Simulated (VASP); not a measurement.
Crystal: BN.

```
B N
1.0
     0.00000    1.80483    1.80483
     1.80483    0.00000    1.80483
     1.80483    1.80483    0.00000
B N
1 1
Direct
  0.00000 0.00000 0.00000
  0.25000 0.25000 0.25000
```

Program: VASP 6.6.1. Alike in all runs: task single point; potentials or basis VASP PAW PBE potentials, release 64 (B, N); no spin polarisation; cell as given; cutoff (eV) 520; smearing gaussian 0.01 eV.

Task: Order these runs on this cell by their band gap on the k mesh, lowest first.
A. level PBE-based screened hybrid with 10 % exact exchange; k mesh 6 × 6 × 6; grid for exact exchange (PRECFOCK) Normal; share of exact exchange 0.1; screening parameter 0.5 1/Å
B. level r2SCAN; k mesh 8 × 8 × 8
C. level PBE-based global hybrid with 35 % exact exchange; k mesh 6 × 6 × 6; grid for exact exchange (PRECFOCK) Normal; share of exact exchange 0.35
D. level PBEsol; k mesh 8 × 8 × 8
E. level PBE-based screened hybrid with 75 % exact exchange; k mesh 6 × 6 × 6; grid for exact exchange (PRECFOCK) Normal; share of exact exchange 0.75; screening parameter 0.1 1/Å

Result: D (4.28 eV), A (4.74 eV), B (4.98 eV), C (7.43 eV), E (9.66 eV).

Caveats: some runs use coarse meshes.

A k mesh can miss the band edges.
